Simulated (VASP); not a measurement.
# MgAl18 in VASP: further runs, part 2 of 2

VASP 6.6.1. The steps go on from the part before.

### Step 3. Single point, PBE

Input file INCAR:

```
PREC = Accurate ; ENCUT = 520
EDIFF = 1E-6 ; ISMEAR = -1
SIGMA = 0.15 ; LREAL = Auto
LASPH = True ; NELM = 60
ALGO = Normal ; ISIF = 2
LWAVE = False ; LCHARG = True
GGA = PE ; LELF = True
LVHAR = True ; NBANDS = 43
```

Input file KPOINTS:

```
Automatic mesh
0
Gamma
  3 2 1
```

Input file POSCAR:

```
MgAl18
1.0
    5.7275650000      0.0000000000      0.0000000000
    4.2956740000      7.4403250000      0.0000000000
    0.0000000000      0.0000000000     17.6765370000
Al Mg
18 1
Direct
    0.1666665958      0.1111111410      0.0565721668
    0.6666666831      0.1111111410      0.0565721668
    0.1666667458      0.4444444295      0.0565721668
    0.6666666585      0.4444444295      0.0565721668
    0.1666666204      0.7777778524      0.0565721668
    0.6666665331      0.7777778524      0.0565721668
   -0.1660392491      0.2223545342      0.1908695125
    0.3333244363      0.2208767762      0.1915706679
   -0.1666315661      0.5556059715      0.1899091434
    0.3335247914      0.5547197199      0.1876973980
   -0.1682906658      0.8913587780      0.1901872522
    0.3322852872      0.8904147332      0.1898496861
    0.0009867164      0.0010460565      0.3249205995
    0.5012133416     -0.0025385988      0.3275813017
   -0.0013990683      0.3359945970      0.3281568104
    0.5036658566      0.3283254428      0.3242893107
    0.0115754996      0.6652822289      0.3191785246
    0.4905423750      0.6639548676      0.3181000328
    0.7325554147      0.6831952905      0.4537936927
```

Potentials or basis: VASP PAW PBE potentials, release 64 (Al, Mg).

Run with:

```console
$ cat potpaw_PBE.64/Al/POTCAR potpaw_PBE.64/Mg/POTCAR > POTCAR
$ mpirun -np 1 vasp_std > vasp.out
```

OUTCAR:

```text
PREC = Accurate
   ENCUT = 520
   EDIFF = 1E-6
   ISMEAR = -1
   LREAL = Auto
   LASPH = True
   NELM = 60
   ISIF = 2
   GGA = PE

 ion  position               nearest neighbor table
   1  0.167  0.111  0.057-   2 2.86   4 2.86   6 2.86   5 2.86   3 2.86   2 2.86  12 2.87   7 2.89
                             8 2.90
   2  0.667  0.111  0.057-   1 2.86   4 2.86   3 2.86   5 2.86   6 2.86   1 2.86  11 2.87   7 2.90
                             8 2.90
   3  0.167  0.444  0.057-  10 2.84   4 2.86   2 2.86   1 2.86   5 2.86   4 2.86   6 2.86   9 2.88
                             8 2.91
   4  0.667  0.444  0.057-  10 2.85   3 2.86   2 2.86   1 2.86   6 2.86   5 2.86   3 2.86   9 2.88
                             7 2.89
   5  0.167  0.778  0.057-  10 2.85   6 2.86   2 2.86   1 2.86   3 2.86   4 2.86   6 2.86  12 2.88
                            11 2.89
   6  0.667  0.778  0.057-   5 2.86   1 2.86   2 2.86   4 2.86   5 2.86   3 2.86   9 2.88  12 2.88
                            11 2.89
   7  0.834  0.222  0.191-  11 2.85  12 2.85   8 2.85   9 2.86  10 2.86  16 2.87   8 2.87  13 2.89
                             1 2.89   4 2.89   2 2.90  15 2.94
[... 252 lines left out ...]
      2      -7.6650      2.00000
      3      -6.7034      2.00000
      4      -6.6545      2.00000
      5      -5.2298      2.00000
      6      -5.0524      2.00000
[... 161 lines left out ...]
     39       3.3638      0.00000
     40       3.4149      0.00000
 [bands above 40 left out]

------------------------ aborting loop because EDIFF is reached ----------------------------------------

  FORCE on cell =-STRESS in cart. coord.  units (eV):
  Direction    XX          YY          ZZ          XY          YZ          ZX
  --------------------------------------------------------------------------------------
  -------------------------------------------------------------------------------------
  Total       -6.1382249     -7.4511631     -0.0905001     -0.0334093     -0.0032590      0.0350097
  in kB      -13.0555226    -15.8480390     -0.1924865     -0.0710590     -0.0069315      0.0744629
  external PRESSURE =      -9.6986827 kB  Pullay stress =       0.0000000 kB

 VOLUME and BASIS-vectors are now :
 -----------------------------------------------------------------------------
  energy-cutoff  :      520.00
  volume of cell :      753.28
      direct lattice vectors                 reciprocal lattice vectors
     5.727565000  0.000000000  0.000000000     0.174594265 -0.100802054  0.000000000
     4.295674000  7.440325000  0.000000000     0.000000000  0.134402731  0.000000000
     0.000000000  0.000000000 17.676537000     0.000000000  0.000000000  0.056572167

 POSITION                                       TOTAL-FORCE (eV/Angst)
 -----------------------------------------------------------------------------------
      1.43189      0.82670      1.00000        -0.010497      0.009673      0.030362
      4.29567      0.82670      1.00000         0.009906     -0.013878      0.050439
      2.86378      3.30681      1.00000        -0.029574      0.003275     -0.030020
      5.72757      3.30681      1.00000         0.027851     -0.016442     -0.025039
      4.29567      5.78692      1.00000        -0.024746      0.019617     -0.055311
      7.15946      5.78692      1.00000         0.024798      0.000193      0.027346
[... 11 lines left out ...]
      5.66175      4.94004      5.62291         0.003712      0.000219      0.025419
      7.13054      5.08319      8.02150         0.007737     -0.004099     -0.012066
 -----------------------------------------------------------------------------------
    total drift:                               -0.005401      0.001987     -0.007186

  FREE ENERGIE OF THE ION-ELECTRON SYSTEM (eV)
  ---------------------------------------------------
  free  energy   TOTEN  =       -64.7899825125 eV

  energy  without entropy=      -63.9692743790  energy(sigma->0) =      -64.37962845
```

OSZICAR:

```text
N       E                     dE             d eps       ncg     rms          rms(c)
DAV:   1     0.163642701948E+03    0.16364E+03   -0.17021E+04   344   0.937E+02
DAV:   2    -0.559325666127E+02   -0.21958E+03   -0.20853E+03   434   0.152E+02
DAV:   3    -0.692411137382E+02   -0.13309E+02   -0.12826E+02   416   0.347E+01
[... 13 lines left out ...]
DAV:  17    -0.647899184987E+02   -0.60656E-03   -0.13342E-04   365   0.263E-02    0.656E-03
DAV:  18    -0.647899680693E+02   -0.49571E-04   -0.17528E-05   400   0.107E-02    0.262E-03
DAV:  19    -0.647899811728E+02   -0.13104E-04   -0.40087E-06   325   0.592E-03    0.990E-04
DAV:  20    -0.647899821923E+02   -0.10195E-05   -0.45190E-07   328   0.243E-03    0.405E-04
DAV:  21    -0.647899825125E+02   -0.32016E-06   -0.20339E-07   274   0.164E-03
   1 F= -.64789983E+02 E0= -.64379628E+02  d E =-.820708E+00
```

stdout:

```text
POSCAR found type information on POSCAR AlMg
 POSCAR found :  2 types and      19 ions
 scaLAPACK will be used
 LDA part: xc-table for (Slater+PW92), standard interpolation
 -----------------------------------------------------------------------------
|                                                                             |
|           W    W    AA    RRRRR   N    N  II  N    N   GGGG   !!!           |
|           W    W   A  A   R    R  NN   N  II  NN   N  G    G  !!!           |
|           W    W  A    A  R    R  N N  N  II  N N  N  G       !!!           |
|           W WW W  AAAAAA  RRRRR   N  N N  II  N  N N  G  GGG   !            |
|           WW  WW  A    A  R   R   N   NN  II  N   NN  G    G                |
|           W    W  A    A  R    R  N    N  II  N    N   GGGG   !!!           |
|                                                                             |
|     Your reciprocal lattice and k-lattice belong to different lattice       |
|     classes:                                                                |
|                                                                             |
|        The reciprocal lattice is simple monoclinic,                         |
|        whereas your k-lattice is hexagonal.                                 |
|                                                                             |
|     Results are often still useful ...                                      |
|                                                                             |
 -----------------------------------------------------------------------------

 POSCAR, INCAR and KPOINTS ok, starting setup
 FFT: planning ... GRIDC
 FFT: planning ... GRID_SOFT
 FFT: planning ... GRID
 WAVECAR not read
 entering main loop
```

Run time: 6.8 min. Hardware: 1 thread of Intel Xeon Platinum 8259CL at 2.50GHz (Skylake/Cascade Lake), shared host; peak memory 0.8 GiB.

Results:

```yaml
Free_energy: -64.7900 eV
Largest_force: 0.064 eV/Å
Band_gap_on_the_k_mesh: zero (band 28 reaches 0.92 eV, above the bottom of band 29 at 0.78 eV)
```

Forces in eV/Å, atoms in the order of the input:
```
Al  -0.010  0.010  0.030
Al   0.010 -0.014  0.050
Al  -0.030  0.003 -0.030
Al   0.028 -0.016 -0.025
Al  -0.025  0.020 -0.055
Al   0.025  0.000  0.027
Al  -0.002 -0.002  0.000
Al  -0.001  0.001  0.001
Al   0.000  0.003  0.006
Al   0.005 -0.004  0.000
Al  -0.003  0.000 -0.002
Al   0.003 -0.001  0.008
Al   0.001 -0.002 -0.003
Al   0.000  0.008 -0.009
Al  -0.002 -0.003 -0.007
Al  -0.001  0.001 -0.003
Al  -0.007 -0.001 -0.003
Al   0.004  0.000  0.025
Mg   0.008 -0.004 -0.012
```

Caveat: the k points lie up to 0.42 Å⁻¹ apart.
